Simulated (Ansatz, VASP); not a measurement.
**Two plane-wave programs on Lu2Si2O**

```
CELL_PARAMETERS angstrom
-1.70493 1.70493 7.47278
1.70493 -1.70493 7.47278
1.70493 1.70493 -7.47278
ATOMIC_POSITIONS crystal
Lu 0.60053 0.60053 0.00000
Lu 0.39947 0.39947 0.00000
Si 0.25000 0.75000 0.50000
Si 0.75000 0.25000 0.50000
O 0.00000 0.00000 0.00000
```

Change from the starting cell: species swapped into the LaNi2As2 type (I4/mmm, No. 139).

Alike in both runs: functional PBE; k mesh 6 × 6 × 6; occupations gaussian, width 0.1 eV; no spin polarisation.

Ansatz relaxed the structure, and its values are those at the end. VASP's run is a single point on that final structure, the one shown.

```csv
,VASP,Ansatz
version,VASP 6.6.1,Ansatz 0.2.0
potentials or method,"VASP PAW PBE potentials, release 64 (Lu, Si, O), cutoff 520 eV","scalar-relativistic, plane waves, PAW"
valence electrons in the cell,64,64
```

```tsv
	VASP	Ansatz	Ansatz less VASP
gap on the k mesh at the Fermi level (eV)	none	none	-
pressure (GPa)	0.1	0.0	-0.09
rms of the force components (eV/Å)	0.013	0.006	-0.0067
```

A gap of «none» marks a metal or a gap that the smearing closes.

The k mesh is coarse, so the values compare programs but aren't converged. Spin-orbit coupling is off throughout.
